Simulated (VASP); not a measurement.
A run of VASP 6.6.1:

File INCAR:

```
ALGO = Normal
EDIFF = 1E-7
ENCUT = 520
GGA = PE
ISIF = 2
ISMEAR = 0
LASPH = T
LCHARG = F
LREAL = F
LWAVE = F
NBANDS = 43
NELM = 100
PREC = Accurate
SIGMA = 0.1
```

KPOINTS

```
k-points
0
Gamma
  10 10 6
```

POSCAR

```
Ge3W2
1.0
    3.5495741587      0.0000000000      0.0000000000
    0.0000000000      3.5495741587      0.0000000000
    0.0000000000      0.0000000000      7.3552509512
Ge W
3 2
Direct
    0.5000000000      0.0000000000      0.9690249404
    0.0000000000      0.5000000000      0.9690249404
    0.0000000000      0.0000000000      0.3741631295
    0.0000000000      0.0000000000      0.7163623416
    0.5000000000      0.5000000000      0.2414245683
```

Potentials or basis: VASP PAW PBE potentials, release 64 (Ge_d, W_sv).

Run with:

```bash
$ cat potpaw_PBE.64/Ge_d/POTCAR potpaw_PBE.64/W_sv/POTCAR > POTCAR
$ mpirun -np 1 vasp_std > vasp.out
```

Hardware: 1 thread of Intel Xeon 6975P-C, on a shared host.

Problem. How long does it take, and how much memory?

Solution. Run time: 5 min on 1 thread of Intel Xeon 6975P-C, with other jobs on the host, peak memory 0.39 GiB. Counts: scf iterations 16, k points 84.
